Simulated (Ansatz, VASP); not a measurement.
# Cl: VASP beside Ansatz

```
Cl
1.0
     3.14500   -2.25000    0.00000
     3.14500    2.25000    0.00000
     0.00000    0.00000    8.21000
Cl
4
Cartesian
  3.1942 0.5447 3.2853
  3.1545 1.7107 7.4021
  3.1272 -0.5831 4.9371
  3.1560 -1.6490 0.8095
```

Change from the starting cell: atoms moved at random, drawn with an rms of 0.05 Å.

Alike in both runs: task single point; functional PBE; k mesh 7 × 7 × 4; occupations fermi-dirac, width 0.05 eV; no spin polarisation.

|  | VASP | Ansatz |
| --- | --- | --- |
| version | VASP 6.6.1 | Ansatz 0.2.0 |
| potentials or method | VASP PAW PBE potentials, release 64 (Cl) | Ansatz PAW |
| plane-wave cutoff (eV) | 520 | 420 |
| valence electrons in the cell | 28 | 28 |

|  | VASP | Ansatz | Ansatz less VASP |
| --- | --- | --- | --- |
| gap on the k mesh at the Fermi level (eV) | 2.67 | 2.62 | -0.048 |
| least direct gap on the mesh (eV) | 2.71 | 2.66 | -0.050 |
| pressure (GPa) | 1.1 | 1.6 | +0.42 |
| traceless stress, the component that is largest in VASP (GPa) | 0.53 | 0.56 | +0.029 |
| rms of the force components (eV/Å) | 0.211 | 0.318 | +0.1073 |

Atom by atom the forces differ by 0.120 eV/Å (rms over components). One of these differences is far larger than is usual between the two programs; its cause wasn't traced.

Noted on Ansatz's run: odd divisions of the mesh miss points on the zone boundary, where band edges often lie, so the gap on the mesh can be too wide.
